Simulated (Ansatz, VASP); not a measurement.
Cu in VASP and in Ansatz

POSCAR

```
Cu
1.0
   -1.4337758618      1.4337758618      1.3760814500
    1.4337758618     -1.4337758618      1.3760814500
    1.4518107782      1.4518107782     -1.3760814500
Cu
1
Direct
    0.0000000000      0.0000000000      0.0000000000
```

The input INCAR.step1:

```
PREC = Accurate ; ENCUT = 520
ISMEAR = 0 ; SIGMA = 0.15
LREAL = F ; LASPH = T
NELM = 100 ; NBANDS = 12
GGA = PE ; ALGO = Normal
EDIFF = 1E-4 ; LWAVE = T
LCHARG = F
```

File INCAR.step2:

```
PREC = Accurate ; ENCUT = 520
EDIFF = 1E-6 ; ISMEAR = 0
SIGMA = 0.15 ; LREAL = F
LASPH = T ; NELM = 100
ALGO = Normal ; ISIF = 2
LWAVE = F ; LCHARG = F
METAGGA = R2SCAN ; LMIXTAU = T
NBANDS = 12 ; ISTART = 1
```

Contents of KPOINTS:

```
regular mesh
0
Gamma
  24 24 24
```

Input for Ansatz:

```yaml
crystal:
  lattice:
    - [-1.4337758618, 1.4337758618, 1.37608145]
    - [1.4337758618, -1.4337758618, 1.37608145]
    - [1.4518107782, 1.4518107782, -1.37608145]
  atoms:
    - { symbol: Cu, position: [0.0, 0.0, 0.0] }
basis:
  ecutwfc: 500
kpoints:
  mp_grid: { grid: [24, 24, 24] }
hamiltonian:
  xc: r2scan
scf:
  occupations: { method: gaussian, width: 0.15 }
output:
  forces: true
  stress: true
  eigenvalues: true
```

Change from the starting cell: strain +0.0125 x Voigt [0, 0, 0, 0, 0, 1], atoms carried along.

Alike in both runs: task single point; functional r2SCAN; k mesh 24 × 24 × 24; occupations gaussian, width 0.15 eV; no spin polarisation.

|  | VASP | Ansatz |
| --- | --- | --- |
| version | VASP 6.6.1 | Ansatz 0.2.0 |
| potentials or method | VASP PAW PBE potentials, release 64 (Cu), cutoff 520 eV | scalar-relativistic, plane waves, PAW |
| valence electrons in the cell | 11 | 19 |

Ansatz gave:

| Property | Result |
| --- | --- |
| gap on the k mesh at the Fermi level (eV) | none |
| pressure (GPa) | 0.3 |
| traceless stress, the component that is largest in VASP (GPa) | -1.40 |

Problem. What did VASP give for the same quantities?

Solution. gap on the k mesh at the Fermi level (eV): none; pressure (GPa): 1.0; traceless stress, the component that is largest in VASP (GPa): -1.40.

VASP's potentials were made for PBE, not for r2SCAN. A gap of «none» marks a metal or a gap that the smearing closes. VASP's potentials hold 11 valence electrons a cell and Ansatz's 19, so a difference there can come from the potentials and not from the codes.
